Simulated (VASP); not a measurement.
# SiSn2O2 in VASP: further runs

The runs below take SiSn2O2 through relaxation of the atoms, with PBE+D3(BJ).

Program: VASP 6.6.1. These are calculated values, not measurements. Logs are shortened: lines on timing, memory, paths and dates and some standing lists are left out, and cuts for length are marked.

### 1 The cell of the first run

The cell holds a slab with vacuum, 5 atoms: a = 3.820 Å, b = 3.820 Å, c = 17.863 Å, α = 90.00°, β = 90.00°, γ = 90.00°.

### 2 Relaxation of the atoms, PBE+D3(BJ), collinear spin

Input file INCAR:

```
PREC     = Accurate       # precision mode
ENCUT    = 520            # plane-wave cutoff, eV
EDIFF    = 1E-6           # SCF threshold, eV
ISMEAR   = 0              # smearing method
SIGMA    = 0.05           # smearing width, eV
LREAL    = F              # projectors in reciprocal space
LASPH    = T              # aspherical terms in the spheres
NELM     = 150            # most SCF steps
ALGO     = Normal         # electronic algorithm
ISIF     = 2              # what is computed and relaxed
LWAVE    = F              # write WAVECAR
LCHARG   = F              # write CHGCAR
ISPIN    = 2              # spin polarisation
MAGMOM   = 0 0 0 0 2      # initial moments
LORBIT   = 11             # projections on sites
LDIPOL   = T            
IDIPOL   = 3            
DIPOL    = 0.5 0.5 0.331
GGA      = PE             # functional
IVDW     = 12             # dispersion correction
IBRION   = 2              # ionic algorithm
NSW      = 36             # ionic steps
EDIFFG   = -0.025         # ionic threshold
KPAR     = 4
```

Input file KPOINTS:

```
regular mesh
0
Gamma
  7 7 1
```

Input file POSCAR:

```
SiSn2O2
1.0
    3.8201707215      0.0000000000      0.0000000000
    0.0000000000      3.8201707215      0.0000000000
    0.0000000000      0.0000000000     17.8630363687
Sn O Si
2 2 1
Selective dynamics
Direct
    0.5000000000      0.0000000000      0.2239260962  F F F
    0.0000000000      0.5000000000      0.3562124735  F F F
    0.0000000000      0.0000000000      0.2900692848  F F F
    0.5000000000      0.5000000000      0.2900692848  F F F
    0.0000000000      0.5000000000      0.4961662836  F F T
```

Potentials or basis: VASP PAW PBE potentials, release 64 (Sn_d, O, Si).

Run with:

```bash
> cat potpaw_PBE.64/Sn_d/POTCAR potpaw_PBE.64/O/POTCAR potpaw_PBE.64/Si/POTCAR > POTCAR
> mpirun -np 4 vasp_std > vasp.out
```

OUTCAR:

```text
PREC = Accurate
   ENCUT = 520
   EDIFF = 1E-6
   ISMEAR = 0
   LREAL = F
   LASPH = T
   NELM = 150
   ISIF = 2
   ISPIN = 2
   LORBIT = 11
   GGA = PE
   IVDW = 12
   IBRION = 2
   NSW = 36
   EDIFFG = -0.025
 IVDW          = 12

 ion  position               nearest neighbor table
   1  0.500  0.000  0.224-   3 2.25   4 2.25   4 2.25   3 2.25   2 3.59   2 3.59   2 3.59   2 3.59

   2  0.000  0.500  0.356-   3 2.25   4 2.25   3 2.25   4 2.25   5 2.50   1 3.59   1 3.59   1 3.59
                             1 3.59
   3  0.000  0.000  0.290-   1 2.25   1 2.25   2 2.25   2 2.25
   4  0.500  0.500  0.290-   1 2.25   1 2.25   2 2.25   2 2.25
   5  0.000  0.500  0.496-   2 2.50

  LATTYP: Found a simple tetragonal cell.
 ALAT       =     3.8201707215
 C/A-ratio  =     4.6759785546

  Lattice vectors:

 A1 = (   3.8201707215,   0.0000000000,   0.0000000000)
 A2 = (   0.0000000000,   3.8201707215,   0.0000000000)
 A3 = (   0.0000000000,   0.0000000000,  17.8630363687)

Analysis of symmetry for initial positions (statically):
=====================================================================
 Subroutine PRICEL returns:
 Original cell was already a primitive cell.

 Routine SETGRP: Setting up the symmetry group for a
 simple tetragonal supercell.

 Subroutine GETGRP returns: Found  8 space group operations
 (whereof  4 operations were pure point group operations)
 out of a pool of 16 trial point group operations.

The static configuration has the point symmetry C_2v.
 The point group associated with its full space group is C_4v.

Analysis of symmetry for dynamics (positions and initial velocities):
=====================================================================
 Subroutine PRICEL returns:
 Original cell was already a primitive cell.

 Routine SETGRP: Setting up the symmetry group for a
 simple tetragonal supercell.

 Subroutine GETGRP returns: Found  8 space group operations
 (whereof  4 operations were pure point group operations)
 out of a pool of 16 trial point group operations.

The dynamic configuration has the point symmetry C_2v.
 The point group associated with its full space group is C_4v.

Analysis of constrained symmetry for selective dynamics:
=====================================================================
 Subroutine PRICEL returns:
 Original cell was already a primitive cell.

 Routine SETGRP: Setting up the symmetry group for a
 simple tetragonal supercell.

 Subroutine GETGRP returns: Found  8 space group operations
 (whereof  4 operations were pure point group operations)
 out of a pool of 16 trial point group operations.

The constrained configuration has the point symmetry C_2v.
 The point group associated with its full space group is C_4v.

Analysis of structural, dynamic, and magnetic symmetry:
=====================================================================
 Subroutine PRICEL returns:
 Original cell was already a primitive cell.

 Routine SETGRP: Setting up the symmetry group for a
 simple tetragonal supercell.

 Subroutine GETGRP returns: Found  8 space group operations
 (whereof  4 operations were pure point group operations)
 out of a pool of 16 trial point group operations.

The overall configuration has the point symmetry C_2v.
 The point group associated with its full space group is C_4v.

 Subroutine INISYM returns: Found  8 space group operations
 (whereof  4 operations are pure point group operations),
 and found     1 'primitive' translations

----------------------------------------------------------------------------------------

                                     Primitive cell

  volume of cell :     260.6879

  direct lattice vectors                    reciprocal lattice vectors
     3.820170721  0.000000000  0.000000000     0.261768406  0.000000000  0.000000000
     0.000000000  3.820170721  0.000000000     0.000000000  0.261768406  0.000000000
     0.000000000  0.000000000 17.863036369     0.000000000  0.000000000  0.055981524

  length of vectors
     3.820170721  3.820170721 17.863036369     0.261768406  0.261768406  0.055981524

  position of ions in fractional coordinates (direct lattice)
     0.500000000  0.000000000  0.223926096
     0.000000000  0.500000000  0.356212474
     0.000000000  0.000000000  0.290069285
     0.500000000  0.500000000  0.290069285
     0.000000000  0.500000000  0.496166284

  ion indices of the primitive-cell ions
   primitive index   ion index
[... 44 lines left out ...]
   k-points           NKPTS =     10   k-points in BZ     NKDIM =     10   number of bands    NBANDS=     27
   number of dos      NEDOS =    301   number of ions     NIONS =      5
   total plane-waves  NPLWV = 109760
   dimension x,y,z NGX =    28 NGY =   28 NGZ =  140
   dimension x,y,z NGXF=    56 NGYF=   56 NGZF=  280
   ions per type =               2   2   1
   NGX,Y,Z   is equivalent  to a cutoff of  12.19, 12.19, 13.03 a.u.
   NGXF,Y,Z  is equivalent  to a cutoff of  24.37, 24.37, 26.06 a.u.
 SYSTEM =  unknown system
   PREC   = accura    normal or accurate (medium, high low for compatibility)
   ISTART =      0    job   : 0-new  1-cont  2-samecut
   ICHARG =      2    charge: 1-file 2-atom 10-const
   ISPIN  =      2    spin polarized calculation?
   LNONCOLLINEAR =      F non collinear calculations
   LSORBIT =      F    spin-orbit coupling
   LASPH  =      T    aspherical Exc in radial PAW
   ENCUT  =  520.0 eV  38.22 Ry    6.18 a.u.   7.10  7.10 33.21*2*pi/ulx,y,z
   NELM   =    150;   NELMIN=  2; NELMDL= -5     # of ELM steps
   EDIFF  = 0.1E-05   stopping-criterion for ELM
   LREAL  =      F    real-space projection
   EDIFFG = -.3E-01   stopping-criterion for IOM
   NSW    =     36    number of steps for IOM
   IBRION =      2    ionic relax: 0-MD 1-quasi-New 2-CG
   NFREE  =      1    steps in history (QN), initial steepest desc. (CG)
   ISIF   =      2    stress and relaxation
   ISYM   =      2    0-nonsym 1-usesym 2-fastsym
   POTIM  = 0.5000    time-step for ionic-motion
   TEBEG  =    0.0;   TEEND  =   0.0 temperature during run
   PSTRESS=    0.0 pullay stress
   NELECT =      44.0000    total number of electrons
   NUPDOWN=      -1.0000    fix difference up-down
   EMIN   =  10.00;   EMAX   =-10.00  energy-range for DOS
   EFERMI =   0.00;   METHOD = LEGACY
   ISMEAR =     0;   SIGMA  =   0.05  broadening in eV -4-tet -1-fermi 0-gaus
   EFERMI_NEDOS =   21; number of points for ismear=-14 and -15
   IALGO  =     38    algorithm
   IMIX   =      4    mixing-type and parameters
     AMIX     =   0.40;   BMIX     =  1.00
     AMIX_MAG =   1.60;   BMIX_MAG =  1.00
  volume/ion in A,a.u.               =      52.14       351.84
  Fermi-wavevector in a.u.,A,eV,Ry     =   0.904730  1.709691 11.136853  0.818536
  Thomas-Fermi vector in A             =   2.028212
   LORBIT       =     11    0 simple, 1 ext, 2 COOP (PROOUT), +10 PAW based schemes
   GGA     = PE    functional components
   LHFCALC =     F    Hartree Fock is set to
   AEXX    =    0.0000 exact exchange contribution
   IVDW    =    12    specifies the selected vdW correction
   LEPSILON=     F    determine dielectric tensor
   LRPA    =     F    only Hartree local field effects (RPA)
 conjugate gradient relaxation of ions
 spin polarized calculation
 Gauss-broadening in eV      SIGMA  =   0.05
  energy-cutoff  :      520.00
  volume of cell :      260.69
 maximum number of plane-waves:      7046
   NGX = 15   NGY = 15   NGZ = 67

 dipolmoment           0.000000      0.000000     -0.001126 electrons x Angstroem

--------------------------------------- Ionic step        1  -------------------------------------------

 number of electron      43.9999985 magnetization      -0.0000452

 number of electron      43.9999985 magnetization       0.0000252

 Free energy of the ion-electron system (eV)
  ---------------------------------------------------
  ext. energy  EPLUGINS =         0.00000000
  ---------------------------------------------------
  free energy    TOTEN  =       -25.50968819 eV

  energy without entropy =      -25.50652976  energy(sigma->0) =      -25.50810898

 E-fermi :  -0.0272     XC(G=0):  -4.5224

 val. band max:       -0.0883905778   @ k =   0.2857   0.2857   0.0000
 cond. band min:       0.0100278568   @ k =   0.4286   0.2857   0.0000
 fundamental gap:      0.0984184347
 Fermi energy:        -0.0272392825

 spin component 1

 k-point     1 :       0.0000    0.0000    0.0000
  band No.  band energies     occupation
      1     -22.7062      1.00000
      2     -22.4061      1.00000
      3     -22.3683      1.00000
      4     -22.3683      1.00000
      5     -22.3477      1.00000
      6     -22.3181      1.00000
[... 677 lines left out ...]
--------------------------------------- Ionic step        3  -------------------------------------------

 number of electron      43.9999985 magnetization      -0.0000222

 dipolmoment           0.000000      0.000000      0.097027 electrons x Angstroem

 Free energy of the ion-electron system (eV)
  ---------------------------------------------------
  ext. energy  EPLUGINS =         0.00000000
  ---------------------------------------------------
  free energy    TOTEN  =       -25.53461464 eV

  energy without entropy =      -25.53164359  energy(sigma->0) =      -25.53312912

 E-fermi :   0.0802     XC(G=0):  -4.5545

 val. band max:        0.0140185004   @ k =   0.2857   0.2857   0.0000
 cond. band min:       0.1183897314   @ k =   0.4286   0.2857   0.0000
 fundamental gap:      0.1043712309
 Fermi energy:         0.0802425122

 spin component 1

 k-point     1 :       0.0000    0.0000    0.0000
  band No.  band energies     occupation
      1     -22.6846      1.00000
      2     -22.3541      1.00000
      3     -22.3320      1.00000
      4     -22.3320      1.00000
      5     -22.3182      1.00000
      6     -22.3031      1.00000
[... 592 lines left out ...]
     26       2.4246      0.00000
     27       3.5215      0.00000

------------------------ aborting loop because EDIFF is reached ----------------------------------------

 vacuum level on the upper side and lower side of the slab       (xc-potential included)         0.374        -0.796

 Edisp (eV)   -0.85836

 E8    (eV) :    -0.3794

  FORCE on cell =-STRESS in cart. coord.  units (eV):
  Direction    XX          YY          ZZ          XY          YZ          ZX
  --------------------------------------------------------------------------------------
  -------------------------------------------------------------------------------------
  Total      -3.02380    -3.02380    -0.18720     0.00000     0.00000     0.00000
  in kB     -18.58417   -18.58417    -1.15050     0.00000     0.00000     0.00000
  external pressure =      -12.77 kB  Pullay stress =        0.00 kB
[... 20 lines left out ...]
  FREE ENERGIE OF THE ION-ELECTRON SYSTEM (eV)
  ---------------------------------------------------
  free  energy   TOTEN  =       -26.3929697886 eV

  energy  without entropy=      -26.3899987385  energy(sigma->0) =      -26.39148426

 reached required accuracy - stopping structural energy minimisation

 vacuum level on the upper side and lower side of the slab         4.352         3.144

 total charge

# of ion       s       p       d       tot
------------------------------------------
    1        1.280   0.766  10.054  12.100
    2        1.159   0.874  10.091  12.123
    3        1.579   3.419   0.000   4.998
    4        1.579   3.419   0.000   4.998
    5        0.936   0.567   0.000   1.503
--------------------------------------------------
tot          6.534   9.044  20.145  35.723

 magnetization (x)

# of ion       s       p       d       tot
------------------------------------------
    1        0.000  -0.000  -0.000  -0.000
    2        0.000  -0.000  -0.000  -0.000
    3       -0.000   0.000   0.000   0.000
    4       -0.000   0.000   0.000   0.000
    5       -0.000  -0.000   0.000  -0.000
--------------------------------------------------
tot         -0.000  -0.000  -0.000  -0.000
```

Wall time 2.1 min (4 MPI ranks of Intel Xeon 6975P-C (Granite Rapids), shared host); peak memory 0.5 GiB.

What came out:

```yaml
Free_energy: -26.3930 eV
Energy_gained_by_relaxing: 3.6 meV/atom
Ionic_steps: 3
Band_gap_on_the_k_mesh: zero (filled and empty bands overlap)
Net_moment: 0.00 μB per cell
Valence_electrons_inside_the_program's_atomic_spheres: Sn 12.10, 12.12; O 5.00; Si 1.50
Dispersion_energy_per_atom: -0.172 eV
```

Step by step:
| step | energy change (eV) | largest force on free atoms (eV/Å) | pressure (GPa) |
| --- | --- | --- | --- |
| 1 | 0.0000 | 0.5584 | -1.01 |
| 2 | -0.0117 | 0.3178 | -1.12 |
| 3 | -0.0180 | 0.0081 | -1.28 |

Final structure:
```
Sn O Si
1.0
     3.82017    0.00000    0.00000
     0.00000    3.82017    0.00000
     0.00000    0.00000   17.86304
Sn O Si
2 2 1
Direct
  0.50000 0.00000 0.22393
  0.00000 0.50000 0.35621
  0.00000 0.00000 0.29007
  0.50000 0.50000 0.29007
  0.00000 0.50000 0.50001
```

Levels at points of the mesh, in eV from the Fermi level:
Spin up:
| k point | band 18 | band 19 | band 20 | band 21 | band 22 | band 23 | band 24 | band 25 | band 26 | band 27 |
| --- | --- | --- | --- | --- | --- | --- | --- | --- | --- | --- |
| (0.00, 0.00, 0.00) | -4.22 | -3.84 | -3.84 | -2.37 | 0.21 | 1.05 | 1.79 | 1.79 | 3.10 | 3.68 |
Spin down:
| k point | band 18 | band 19 | band 20 | band 21 | band 22 | band 23 | band 24 | band 25 | band 26 | band 27 |
| --- | --- | --- | --- | --- | --- | --- | --- | --- | --- | --- |
| (0.00, 0.00, 0.00) | -4.22 | -3.84 | -3.84 | -2.37 | 0.21 | 1.05 | 1.79 | 1.79 | 3.10 | 3.68 |

Caveat: spin-orbit coupling is left out, which moves the levels of the heavy elements.

[end of part 1 of 2]

The gap in the log of VASP goes by the Fermi energy; the results here count the filled bands.